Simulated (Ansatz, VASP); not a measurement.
**CdF2: VASP beside Ansatz**

```
CELL_PARAMETERS angstrom
0.00000 2.74027 2.74027
2.74027 0.00000 2.74027
2.74027 2.74027 0.00000
ATOMIC_POSITIONS crystal
Cd 0.00000 0.00000 0.00000
F 0.25000 0.25000 0.25000
F 0.75000 0.75000 0.75000
```

Alike in both runs: functional PBE; k mesh 8 × 8 × 8; occupations gaussian, width 0.02 eV; no spin polarisation.

Ansatz relaxed the structure, and its values are those at the end. VASP's run is a single point on that final structure, the one shown.

|  | VASP | Ansatz |
| --- | --- | --- |
| version | VASP 6.6.1 | Ansatz 0.2.0 |
| potentials or method | VASP PAW PBE potentials, release 64 (Cd, F), cutoff 520 eV | scalar-relativistic, plane waves, PAW |
| valence electrons in the cell | 26 | 34 |

VASP gave:

- gap on the k mesh at the Fermi level (eV): 2.89
- least direct gap on the mesh (eV): 3.45
- pressure (GPa): 0.6

Task: What did Ansatz give for the same quantities?

Result: gap on the k mesh at the Fermi level (eV): 2.92; least direct gap on the mesh (eV): 3.48; pressure (GPa): 0.0.

VASP's potentials hold 26 valence electrons a cell and Ansatz's 34, so a difference there can come from the potentials and not from the codes.
